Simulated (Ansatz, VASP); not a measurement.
# Rh in VASP and in Ansatz

```xyz
2
Lattice="2.6858 0.0000 0.0000 -1.3429 2.3260 0.0000 0.0000 0.0000 4.6864" Properties=species:S:1:pos:R:3 pbc="T T T"
Rh    1.3429    0.7753    3.5148
Rh    0.0000    1.5506    1.1716
```

Alike in both runs: task single point; functional PBEsol; k mesh 21 × 21 × 12; occupations gaussian, width 0.15 eV; no spin polarisation.

```csv
,VASP,Ansatz
version,VASP 6.6.1,Ansatz 0.2.0
potentials or method,"VASP PAW PBE potentials, release 64 (Rh_pv), cutoff 520 eV","scalar-relativistic, plane waves, PAW"
valence electrons in the cell,30,34
```

```tsv
	VASP	Ansatz	Ansatz less VASP
gap on the k mesh at the Fermi level (eV)	none	none	-
pressure (GPa)	-17.2	-17.1	+0.12
traceless stress, the component that is largest in VASP (GPa)	-11.16	-11.18	-0.021
```

VASP's potentials were made for PBE, not for PBEsol, and Ansatz warns of the same on its side. A gap of «none» marks a metal or a gap that the smearing closes. The functional is the same, so the differences come from potentials, cutoffs and numerics. VASP's potentials hold 30 valence electrons a cell and Ansatz's 34, so a difference there can come from the potentials and not from the codes.
